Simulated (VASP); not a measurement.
# AgCl (I4/mmm) in VASP: a series of runs, part 2 of 2

VASP 6.6.1. Earlier steps stand in the parts before.

## (5) Single point, r2SCAN (strain -0.015 along x and y, +0.015 along z)

POSCAR reads:

```
AgCl
1.0
    0.0000000000      2.7315527500      2.8147472500
    2.7315527500      0.0000000000      2.8147472500
    2.7315527500      2.7315527500      0.0000000000
Ag Cl
1 1
Direct
    0.5000000000      0.5000000000      0.5000000000
    0.0000000000      0.0000000000      0.0000000000
```

INCAR.step1 reads:

```
SYSTEM = AgCl
ALGO = Normal
EDIFF = 1E-4
ENCUT = 520
GGA = PE
ISMEAR = 0
LASPH = .True.
LCHARG = .False.
LREAL = .False.
LWAVE = .True.
NBANDS = 16
NELM = 60
PREC = Accurate
SIGMA = 0.05
```

INCAR.step2 reads:

```
SYSTEM = AgCl
ALGO = Normal
EDIFF = 1E-6
ENCUT = 520
ISIF = 2
ISMEAR = 0
ISTART = 1
LASPH = .True.
LCHARG = .False.
LMIXTAU = .True.
LREAL = .False.
LWAVE = .False.
METAGGA = R2SCAN
NBANDS = 16
NELM = 60
PREC = Accurate
SIGMA = 0.05
```

KPOINTS reads:

```
k-points
0
Gamma
  8 8 8
  0 0 0
```

Potentials or basis: VASP PAW PBE potentials, release 64 (Ag, Cl).

Launch:

```bash
$ cat potpaw_PBE.64/Ag/POTCAR potpaw_PBE.64/Cl/POTCAR > POTCAR
$ cp INCAR.step1 INCAR
$ mpirun -np 1 vasp_std > vasp.out
$ cp INCAR.step2 INCAR
$ mpirun -np 1 vasp_std > vasp.out
```

OUTCAR:

```text
SYSTEM = AgCl
   EDIFF = 1E-6
   ENCUT = 520
   ISIF = 2
   ISMEAR = 0
   ISTART = 1
   LASPH = .True.
   LREAL = .False.
   METAGGA = R2SCAN
   NELM = 60
   PREC = Accurate

 ion  position               nearest neighbor table
   1  0.500  0.500  0.500-   2 2.73   2 2.73   2 2.73   2 2.73   2 2.81   2 2.81
   2  0.000  0.000  0.000-   1 2.73   1 2.73   1 2.73   1 2.73   1 2.81   1 2.81

  LATTYP: Found a body centered tetragonal cell.
 ALAT       =     3.8629989454
 C/A-ratio  =     1.4572860567

  Lattice vectors:

 A1 = (  -2.7315527500,   0.0000000000,   2.8147472500)
 A2 = (   2.7315527500,   0.0000000000,   2.8147472500)
 A3 = (   0.0000000000,   2.7315527500,  -2.8147472500)

Analysis of symmetry for initial positions (statically):
=====================================================================
 Subroutine PRICEL returns:
 Original cell was already a primitive cell.

 Routine SETGRP: Setting up the symmetry group for a
 body centered tetragonal supercell.

 Subroutine GETGRP returns: Found 16 space group operations
 (whereof 16 operations were pure point group operations)
 out of a pool of 16 trial point group operations.

[... 164 lines left out ...]

 val. band max:        3.8398435892   @ k =   0.5000   0.0000   0.0000
 cond. band min:       5.1650457667   @ k =   0.0000   0.0000   0.0000
 fundamental gap:      1.3252021775
 Fermi energy:         4.0833694626

 k-point     1 :       0.0000    0.0000    0.0000
  band No.  band energies     occupation
      1     -12.1895      2.00000
      2       1.1899      2.00000
      3       1.1903      2.00000
      4       1.1903      2.00000
      5       1.2595      2.00000
      6       1.2595      2.00000
[... 433 lines left out ...]
      3      -0.4336      2.00000
      4      -0.2174      2.00000
      5       1.4084      2.00000
      6       1.5846      2.00000
[... 8 lines left out ...]
     15      18.1853      0.00000
     16      18.4958      0.00000

 [... further k-points ...]

------------------------ aborting loop because EDIFF is reached ----------------------------------------

  FORCE on cell =-STRESS in cart. coord.  units (eV):
  Direction    XX          YY          ZZ          XY          YZ          ZX
  --------------------------------------------------------------------------------------
  -------------------------------------------------------------------------------------
  Total        0.2933682      0.2933682      0.0286431      0.0000000      0.0000000      0.0000000
  in kB       11.1901280     11.1901280      1.0925506      0.0000000      0.0000000      0.0000000
  external PRESSURE =       7.8242689 kB  Pullay stress =       0.0000000 kB

 VOLUME and BASIS-vectors are now :
 -----------------------------------------------------------------------------
  energy-cutoff  :      520.00
  volume of cell :       42.00
      direct lattice vectors                 reciprocal lattice vectors
     0.000000000  2.731552750  2.814747250    -0.183046072  0.183046072  0.177635843
     2.731552750  0.000000000  2.814747250     0.183046072 -0.183046072  0.177635843
     2.731552750  2.731552750  0.000000000     0.183046072  0.183046072 -0.177635843

 POSITION                                       TOTAL-FORCE (eV/Angst)
 -----------------------------------------------------------------------------------
      2.73155      2.73155      2.81475         0.000000      0.000000     -0.000000
      0.00000      0.00000      0.00000        -0.000000     -0.000000      0.000000
 -----------------------------------------------------------------------------------
    total drift:                                0.000000      0.000000      0.000000

  FREE ENERGIE OF THE ION-ELECTRON SYSTEM (eV)
  ---------------------------------------------------
  free  energy   TOTEN  =       -28.6390741182 eV

  energy  without entropy=      -28.6390741182  energy(sigma->0) =      -28.63907412
```

OSZICAR.step1:

```text
N       E                     dE             d eps       ncg     rms          rms(c)
DAV:   1     0.911839055301E+02    0.91184E+02   -0.86116E+03  1896   0.101E+03
DAV:   2    -0.260825842424E+01   -0.93792E+02   -0.86084E+02  2392   0.216E+02
DAV:   3    -0.555069696825E+01   -0.29424E+01   -0.29349E+01  2272   0.390E+01
DAV:   4    -0.556511386209E+01   -0.14417E-01   -0.14416E-01  2560   0.317E+00
DAV:   5    -0.556527028447E+01   -0.15642E-03   -0.15642E-03  2208   0.326E-01    0.646E+00
DAV:   6    -0.538877807026E+01    0.17649E+00   -0.24363E-01  2432   0.645E+00    0.417E+00
DAV:   7    -0.538479858108E+01    0.39795E-02   -0.96348E-02  2296   0.206E+00    0.202E+00
DAV:   8    -0.538409843358E+01    0.70015E-03   -0.45104E-03  2264   0.695E-01    0.309E-01
DAV:   9    -0.538417227974E+01   -0.73846E-04   -0.49942E-04  2376   0.271E-01
   1 F= -.53841723E+01 E0= -.53841723E+01  d E =-.501631E-18
```

Run time: 97 s. Hardware: 1 thread of AMD EPYC 9R45 (Zen 5), shared host; peak memory 0.17 GiB.

What came out:

* Free energy: -28.6391 eV
* Pressure: 0.8 GPa
* Band gap on the k mesh: 1.33 eV (least direct gap 3.75 eV)

Levels at points of the mesh, in eV from the valence-band top:
```tsv
k point	band 5	band 6	band 7	band 8	band 9	band 10	band 11	band 12	band 13	band 14
(0.00, 0.00, 0.00)	-2.58	-2.58	-2.56	-2.55	-2.55	1.33	11.18	11.26	11.26	12.66
(0.50, 0.00, 0.00)	-2.24	-2.22	-1.90	-0.21	0.00	4.56	7.16	7.99	8.30	14.04
(0.50, 0.50, 0.00)	-2.96	-2.39	-2.11	-2.11	-2.00	2.83	8.36	8.99	12.48	12.48
(0.50, 0.00, 0.50)	-2.93	-2.35	-2.12	-2.09	-1.98	2.79	8.16	9.29	12.00	12.51
```

Caveat: the cell differs from its parent crystal (strain -0.015 along x and y, +0.015 along z); the PAW data sets were made with another functional, which shifts forces and pressure a little. A k mesh can miss the band edges.

## (6) Overview

```tsv
cell	gap on the mesh (eV)	pressure (GPa)
a = 3.863, b = 3.863, c = 3.922 Å, angles 59.5, 59.5, 61.0°, 2 atoms	1.33	1.7
a = 3.893, b = 3.893, c = 3.863 Å, angles 60.3, 60.3, 59.5°, 2 atoms	1.37	1.6
a = 3.893, b = 3.893, c = 3.922 Å, angles 59.8, 59.8, 60.5°, 2 atoms	1.37	0.7
a = 3.922, b = 3.922, c = 3.863 Å, angles 60.5, 60.5, 59.0°, 2 atoms	1.33	0.8
```

Alike in all rows: task single point; level r2SCAN; potentials or basis VASP PAW PBE potentials, release 64 (Ag, Cl); no spin polarisation; k mesh 8 × 8 × 8; cutoff (eV) 520; smearing gaussian 0.05 eV.

Caveats: the PAW data sets were made with another functional, which shifts forces and pressure a little.

Total energies depend on the potentials used, so only differences within one code and one set of settings carry meaning.
